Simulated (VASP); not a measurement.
In3GaSbN, 6 atoms in the cell. It takes space group P-6m2 (No. 187, hexagonal). The conventional cell has a = 4.476 Å, b = 4.476 Å, c = 8.428 Å, α = 90.00°, β = 90.00°, γ = 120.00°. In (site symmetry 3m) has 1 Ga at 2.04 Å and 1 In at 2.18 Å within 2.7 Å. Within 2.9 Å of In (site symmetry -6m2) lie 2 In at 2.18 Å and 3 Sb at 2.58 Å and 3 N at 2.58 Å. Within 2.7 Å of Ga (site symmetry -6m2) lie 2 In at 2.04 Å. Sb (site symmetry -6m2) has 3 N at 2.58 Å and 9 In at 2.58 to 3.38 Å within 3.4 Å. N (site symmetry -6m2) has 3 Sb at 2.58 Å and 9 In at 2.58 to 3.38 Å within 3.4 Å. The cell was built from a structure type or drawn by symmetry, and may not be a known phase.

- Program: VASP 6.6.1
- Task: single point
- Functional: PBE
- Potentials or basis: VASP PAW PBE potentials, release 64 (In_d, Ga_d, Sb, N)
- Cutoff: 520 eV
- k mesh: 6 × 6 × 2
- Occupations: gaussian, width 0.1 eV
- Spin: no spin polarisation
- Dipole correction: no
- Further INCAR settings: ALGO = Normal; EDIFF = 1e-07; NBANDS = 40

Potentials or basis: VASP PAW PBE potentials, release 64 (In_d, Ga_d, Sb, N).

Command:

```bash
$ cat potpaw_PBE.64/In_d/POTCAR potpaw_PBE.64/Ga_d/POTCAR potpaw_PBE.64/Sb/POTCAR potpaw_PBE.64/N/POTCAR > POTCAR
$ mpirun -np 1 vasp_std > vasp.out
```

Hardware: 1 thread of Intel(R) Xeon(R) 6975P-C (Granite Rapids) (shared host).

**Question.** How long does it take, and how much memory?

**Answer.** Wall time 68 s on 1 thread of Intel(R) Xeon(R) 6975P-C (Granite Rapids), with other jobs on the host, peak memory 0.32 GiB. Counts: scf iterations 18, k points 14.
